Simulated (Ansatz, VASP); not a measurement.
## SnTe2 in VASP and in Ansatz

File INCAR:

```
SYSTEM = SnTe2
PREC = Accurate
ENCUT = 520
EDIFF = 1E-8
ISMEAR = -1
SIGMA = 0.05
LREAL = .FALSE.
LASPH = .TRUE.
NELM = 60
ALGO = Normal
ISIF = 2
LWAVE = .FALSE.
LCHARG = .FALSE.
GGA = PE
LEFG = .TRUE.
NBANDS = 20
```

The input KPOINTS:

```
regular mesh
0
G
  10 10 10
  0 0 0
```

Contents of POSCAR:

```
SnTe2
1.0
    0.0000000000      3.6469208582      3.6469208582
    3.6469208582      0.0000000000      3.6469208582
    3.6469208582      3.6469208582      0.0000000000
Sn Te
1 2
Direct
    0.0000000000      0.0000000000      0.0000000000
    0.2500000000      0.2500000000      0.2500000000
    0.7500000000      0.7500000000      0.7500000000
```

Input for Ansatz:

```yaml
crystal:
  lattice:
    - [0.0, 3.6469208582, 3.6469208582]
    - [3.6469208582, 0.0, 3.6469208582]
    - [3.6469208582, 3.6469208582, 0.0]
  atoms:
    - { symbol: Sn, position: [0.0, 0.0, 0.0] }
    - { symbol: Te, position: [0.25, 0.25, 0.25] }
    - { symbol: Te, position: [0.75, 0.75, 0.75] }
kpoints:
  mp_grid: { grid: [10, 10, 10] }
scf:
  occupations: { method: fermi_dirac, width: 0.05 }
hamiltonian:
  xc: pbe
  pseudopotentials: { kind: all_electron, datasets: crystal }
output:
  forces: true
  stress: true
  eigenvalues: true
  efg: { contact_densities: true }
```

Change from the starting cell: volume scaled by 0.9405, crystal datasets.

Alike in both runs: task electric field gradients; functional PBE; k mesh 10 × 10 × 10; occupations fermi-dirac, width 0.05 eV; no spin polarisation.

```csv
,VASP,Ansatz
version,VASP 6.6.1,Ansatz 0.2.0
potentials or method,"VASP PAW PBE potentials, release 64 (Sn_d, Te), cutoff 520 eV","all-electron PAW with datasets made for the crystal, scalar-relativistic"
```

```tsv
	VASP	Ansatz	Ansatz less VASP
pressure (GPa)	2.6	2.6	+0.03
```

Ansatz ran all-electron here, and VASP with PAW potentials.

Spin-orbit coupling is off throughout.
